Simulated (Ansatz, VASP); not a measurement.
One calculation of Li2Pd, two programs

```
CELL_PARAMETERS angstrom
4.22670 0.02113 0.02113
-2.09505 3.64986 0.00774
0.01366 0.01366 2.73190
ATOMIC_POSITIONS crystal
Li 0.33333 0.66667 0.50000
Li 0.66667 0.33333 0.50000
Pd 0.00000 0.00000 0.00000
```

Change from the starting cell: equal xy, yz and zx shear strains of +1 %.

Alike in both runs: task single point; functional LDA; k mesh 11 × 11 × 15; occupations fermi-dirac, width 0.08 eV; no spin polarisation.

```csv
,VASP,Ansatz
version,VASP 6.6.1,Ansatz 0.2.0
potentials or method,"VASP PAW LDA potentials, release 64 (Li_sv, Pd), cutoff 520 eV","all-electron LAPW, scalar-relativistic"
```

```csv
,VASP,Ansatz,Ansatz less VASP
rms of the force components (eV/Å),0.012,0.012,+0.0001
```

LDA's correlation is that of Perdew and Zunger in VASP and of Perdew and Wang (1992) in Ansatz. Atom by atom the forces differ by 0.000 eV/Å (rms over components). Ansatz ran all-electron here, and VASP with PAW potentials.

Noted on VASP's run: the cutoff is under 1.25 times that of the potentials, so the pressure is a little rough.
